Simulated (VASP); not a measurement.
Wanted: the native input for a VASP 6.6.1 run.

* Task: single point
* Functional: PBE
* Potentials or basis: VASP PAW PBE potentials, release 64 (Si, O, Al, H)
* Cutoff: 520 eV
* k mesh: 1 × 1 × 1
* Occupations: gaussian, width 0.02 eV
* Spin: no spin polarisation
* Dipole correction: no
* Further INCAR settings: LREAL = Auto; ALGO = Normal; EDIFF = 1e-06; NBANDS = 234

The structure of AlSi23HO48 (a cell with a defect) lies in POSCAR:

```
AlSi23HO48
1.0
    9.8316000000      0.0000000000      0.0000000000
   -4.9158000000      8.5144150000      0.0000000000
    0.0000000000      0.0000000000     10.8182000000
Si O Al H
23 48 1 1
Direct
    0.2707910000      0.0001523800      0.1602280000
    0.0031078000      0.2738780000      0.3372560000
    0.2257670000      0.2327160000      0.0010558000
    0.2662600000      0.9963501000      0.6615830000
    0.9973292000      0.2695350000      0.8371510000
    0.2324570000      0.2240680000      0.4965950000
    0.2683800000      0.5020170000      0.1688810000
    0.0046040000      0.7704050000      0.3332450000
    0.2307490000      0.7280770000      0.9952677000
    0.9983032000      0.7660620000      0.8316270000
    0.2377440000      0.7355440000      0.4972600000
    0.7690230000      0.0099828000      0.1657910000
    0.4987680000      0.2630270000      0.3282030000
    0.7271050000      0.2349560000      0.9983316000
    0.7699370000      0.0028498000      0.6656050000
    0.4897170000      0.2690740000      0.8299280000
    0.7308480000      0.2336040000      0.5005640000
    0.7687620000      0.5019070000      0.1691910000
    0.5008740000      0.7728650000      0.3307920000
    0.7444360000      0.7446600000      0.0064547000
    0.7574780000      0.5006330000      0.6641390000
    0.5087570000      0.7701700000      0.8400500000
    0.7367760000      0.7400850000      0.4952760000
    0.0669990000      0.2014560000      0.4423840000
    0.2933680000      0.3635730000      0.1109120000
    0.1424440000      0.4380810000      0.2816240000
    0.2047280000      0.0687820000      0.0535790000
    0.3563660000      0.2834140000      0.3811320000
    0.4374350000      0.1364230000      0.2151890000
    0.0572690000      0.2009390000      0.9500830000
    0.3010870000      0.3461210000      0.6088230000
    0.1344440000      0.4335340000      0.7872490000
    0.2007330000      0.0538050000      0.5466670000
    0.3529940000      0.2961840000      0.8878520000
    0.4270900000      0.1377590000      0.7214780000
    0.0715580000      0.7136130000      0.4468100000
    0.3013150000      0.8671760000      0.0981760000
    0.1415890000      0.9302960000      0.2706040000
    0.2028910000      0.5674830000      0.0590350000
    0.3642020000      0.8036030000      0.3831170000
    0.4353540000      0.6407000000      0.2216290000
    0.0661520000      0.7023680000      0.9406990000
    0.3041460000      0.8641220000      0.6100360000
    0.1352720000      0.9272650000      0.7715610000
    0.2152660000      0.5737100000      0.5473820000
    0.3559620000      0.7787600000      0.8802220000
    0.4552200000      0.6206830000      0.7368980000
    0.5674600000      0.2010270000      0.4380930000
    0.7921120000      0.3639660000      0.1091680000
    0.6354010000      0.4319020000      0.2765330000
    0.6982380000      0.0688910000      0.0545700000
    0.8699110000      0.3055760000      0.3976290000
    0.9302700000      0.1514330000      0.2220930000
    0.5657320000      0.2155110000      0.9399210000
    0.7780370000      0.3568910000      0.6150950000
    0.6163690000      0.4405850000      0.7689160000
    0.7068080000      0.0694810000      0.5556000000
    0.8542380000      0.2926750000      0.8876010000
    0.9311320000      0.1375530000      0.7265500000
    0.5713950000      0.7143480000      0.4420600000
    0.8084990000      0.8785630000      0.1125620000
    0.6388960000      0.9375190000      0.2749870000
    0.7126420000      0.5782480000      0.0609500000
    0.8670440000      0.8013900000      0.3856450000
    0.9344440000      0.6342550000      0.2273320000
    0.5771530000      0.7178900000      0.9544130000
    0.7978400000      0.8654860000      0.6093110000
    0.6340290000      0.9297530000      0.7728060000
    0.7053340000      0.5729530000      0.5507980000
    0.8663110000      0.8003780000      0.8909460000
    0.9205510000      0.6317050000      0.7255820000
    0.2600150000      0.4856160000      0.6635380000
    0.5101106500      0.5637534300      0.7482327500
```

The input as run:

INCAR

```
SYSTEM = AlSi23HO48
PREC = Accurate
ENCUT = 520
EDIFF = 1E-6
ISMEAR = 0
SIGMA = 0.02
LREAL = Auto
LASPH = .True.
NELM = 60
ALGO = Normal
ISIF = 2
LWAVE = .False.
LCHARG = .True.
GGA = PE
LELF = .True.
LVHAR = .True.
NBANDS = 234
```

KPOINTS

```
Automatic mesh
0
Gamma
  1 1 1
  0 0 0
```

Potentials or basis: VASP PAW PBE potentials, release 64 (Si, O, Al, H).

Command:

```console
$ cat potpaw_PBE.64/Si/POTCAR potpaw_PBE.64/O/POTCAR potpaw_PBE.64/Al/POTCAR potpaw_PBE.64/H/POTCAR > POTCAR
$ mpirun -np 1 vasp_gam > vasp.out
```

It gave:

```yaml
Pressure: 2.9 GPa
Largest_force: 1.584 eV/Å
Band_gap_on_the_k_mesh: 5.40 eV
```

Caveat: the k points lie up to 0.74 Å⁻¹ apart.

It took 15 min on 1 thread of Intel Xeon 8259CL, with other jobs on the host, peak memory 0.99 GiB.
